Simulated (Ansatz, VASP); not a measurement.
# One calculation of EuS, two programs

The input INCAR:

```
ALGO     = Normal         # electronic algorithm
EDIFF    = 1E-6           # SCF threshold, eV
ENCUT    = 520            # plane-wave cutoff, eV
GGA      = PE             # functional
ISIF     = 2              # what is computed and relaxed
ISMEAR   = 0              # smearing method
ISPIN    = 2              # spin polarisation
LASPH    = T              # aspherical terms in the spheres
LCHARG   = T              # write CHGCAR
LELF     = T              # ELF
LMAXMIX  = 6              # l up to which the mixer works
LORBIT   = 11             # projections on sites
LREAL    = F              # projectors in reciprocal space
LVHAR    = T            
LWAVE    = F              # write WAVECAR
MAGMOM   = 7 7 0 0        # initial moments
NBANDS   = 35             # bands
NELM     = 150            # most SCF steps
PREC     = Accurate       # precision mode
SIGMA    = 0.01           # smearing width, eV
```

KPOINTS

```
k-points
0
Gamma
  1 1 1
```

The input POSCAR:

```
EuS
1.0
   12.8900000000      0.0000000000      0.0000000000
    0.0000000000      9.0000000000      0.0000000000
    0.0000000000      0.0000000000     12.7100000000
Eu S
2 2
Direct
    0.5000799100      0.5000000000      0.6457498000
    0.5000799100      0.5000000000      0.3540519300
    0.6510512000      0.5000000000      0.4999008700
    0.3491078400      0.5000000000      0.4999008700
```

Input for Ansatz:

```yaml
crystal:
  lattice:
    - [12.89, 0.0, 0.0]
    - [0.0, 9.0, 0.0]
    - [0.0, 0.0, 12.71]
  atoms:
    - { symbol: Eu, position: [0.50007991, 0.5, 0.6457498], spin: 7.0 }
    - { symbol: Eu, position: [0.50007991, 0.5, 0.35405193], spin: 7.0 }
    - { symbol: S, position: [0.6510512, 0.5, 0.49990087] }
    - { symbol: S, position: [0.34910784, 0.5, 0.49990087] }
basis:
  ecutwfc: 420
  ecutrho_ratio: 4
kpoints:
  mp_grid: { grid: [1, 1, 1] }
hamiltonian:
  xc: pbe
scf:
  occupations: { method: gaussian, width: 0.01 }
output:
  forces: true
  eigenvalues: true
  populations: true
  hubbard: { sites: [{ species: Eu, l: f }] }
magnetization:
  spin_polarized: true
```

Alike in both runs: task single point; functional PBE; k mesh 1 × 1 × 1; occupations gaussian, width 0.01 eV; collinear spin.

|  | VASP | Ansatz |
| --- | --- | --- |
| version | VASP 6.6.1 | Ansatz 0.2.0 |
| potentials or method | VASP PAW PBE potentials, release 64 (Eu, S), cutoff 520 eV | scalar-relativistic, plane waves, PAW |
| valence electrons in the cell | 46 | 46 |

```csv
,VASP,Ansatz,Ansatz less VASP
gap on the k mesh at the Fermi level (eV),0.31,0.35,+0.042
rms of the force components (eV/Å),0.470,0.452,-0.0178
net moment per atom (μB),3.50,3.50,0.000
size of the moment on the site where the two differ most (μB),6.68,6.78,+0.100
```

Site moments also hang on the region over which each program counts them. Atom by atom the forces differ by 0.018 eV/Å (rms over components). The functional is the same, so the differences come from potentials, cutoffs and numerics. Ansatz's warnings: structure snapped to symmetry, symmetry narrowed by open shell.

Neither program's run includes spin-orbit coupling.
